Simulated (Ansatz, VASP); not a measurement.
MgO in VASP and in Ansatz

INCAR

```
SYSTEM = MgO
ALGO     = Normal         ! electronic algorithm
EDIFF    = 1E-6           ! SCF threshold, eV
ENCUT    = 520            ! plane-wave cutoff, eV
GGA      = CA             ! functional
ISIF     = 2              ! what is computed and relaxed
ISMEAR   = 0              ! smearing method
LASPH    = .True.         ! aspherical terms in the spheres
LCHARG   = .False.        ! write CHGCAR
LREAL    = .False.        ! projectors in reciprocal space
LWAVE    = .False.        ! write WAVECAR
NBANDS   = 36             ! bands
NELM     = 100            ! most SCF steps
PREC     = Accurate       ! precision mode
SIGMA    = 0.05           ! smearing width, eV
```

The input KPOINTS:

```
k-points
0
Gamma
  4 4 4
  0 0 0
```

Contents of POSCAR:

```
MgO
1.0
    5.5230736673      0.0000000000      0.0000000000
    0.0000000000      5.5230736673      0.0000000000
    0.0000000000      0.0000000000      5.5230736673
Mg O
6 6
Direct
    0.2500000000     -0.0263893350      0.5000000000
    0.0000000000      0.5263893350      0.2500000000
    0.5000000000      0.7500000000      0.0000000000
    0.7500000000     -0.0263893350      0.5000000000
    0.0000000000      0.5263893350      0.7500000000
    0.5000000000      0.2500000000      0.0000000000
    0.2500000000      0.4840703037      0.0000000000
    0.5000000000      0.0159296963      0.2500000000
    0.0000000000      0.7500000000      0.5000000000
    0.7500000000      0.4840703037      0.0000000000
    0.5000000000      0.0159296963      0.7500000000
    0.0000000000      0.2500000000      0.5000000000
```

Input for Ansatz:

```yaml
crystal:
  lattice:
    - [5.5230736673, 0.0, 0.0]
    - [0.0, 5.5230736673, 0.0]
    - [0.0, 0.0, 5.5230736673]
  atoms:
    - { symbol: Mg, position: [0.25, -0.026389335, 0.5] }
    - { symbol: Mg, position: [0.0, 0.526389335, 0.25] }
    - { symbol: Mg, position: [0.5, 0.75, 0.0] }
    - { symbol: Mg, position: [0.75, -0.026389335, 0.5] }
    - { symbol: Mg, position: [0.0, 0.526389335, 0.75] }
    - { symbol: Mg, position: [0.5, 0.25, 0.0] }
    - { symbol: O, position: [0.25, 0.4840703037, 0.0] }
    - { symbol: O, position: [0.5, 0.0159296963, 0.25] }
    - { symbol: O, position: [0.0, 0.75, 0.5] }
    - { symbol: O, position: [0.75, 0.4840703037, 0.0] }
    - { symbol: O, position: [0.5, 0.0159296963, 0.75] }
    - { symbol: O, position: [0.0, 0.25, 0.5] }
basis:
  ecutwfc: 520.0
kpoints:
  mp_grid: { grid: [4, 4, 4] }
hamiltonian:
  xc: lda
  pseudopotentials: { kind: paw, azcp: { folder: soft_1 } }
scf:
  occupations: { method: gaussian, width: 0.05 }
output:
  forces: true
  stress: true
  eigenvalues: true
  write_density: true
  write_potential: true
  elf: true
  volumetric_format: npy
```

Change from the starting cell: mode 14 frozen in at -0.072 Å and mode 24 at -0.144 Å (largest displacements).

Alike in both runs: task single point; functional LDA; k mesh 4 × 4 × 4; occupations gaussian, width 0.05 eV; no spin polarisation.

|  | VASP | Ansatz |
| --- | --- | --- |
| version | VASP 6.6.1 | Ansatz 0.2.0 |
| potentials or method | VASP PAW LDA potentials, release 64 (Mg, O), cutoff 520 eV | scalar-relativistic, plane waves, PAW |
| valence electrons in the cell | 48 | 96 |

Ansatz gave:

| Quantity | Value |
| --- | --- |
| gap on the k mesh at the Fermi level (eV) | 2.45 |
| least direct gap on the mesh (eV) | 2.49 |
| pressure (GPa) | 0.8 |
| traceless stress, the component that is largest in VASP (GPa) | -0.84 |
| rms of the force components (eV/Å) | 1.073 |

Q: Which values does VASP return?

A: gap on the k mesh at the Fermi level (eV): 2.43; least direct gap on the mesh (eV): 2.47; pressure (GPa): 0.1; traceless stress, the component that is largest in VASP (GPa): -0.83; rms of the force components (eV/Å): 1.097.

Ansatz warns that its potentials were made for another functional, while VASP's fit it. LDA's correlation is that of Perdew and Zunger in VASP and of Perdew and Wang (1992) in Ansatz. Atom by atom the forces differ by 0.024 eV/Å (rms over components). VASP's potentials hold 48 valence electrons a cell and Ansatz's 96, so a difference there can come from the potentials and not from the codes.
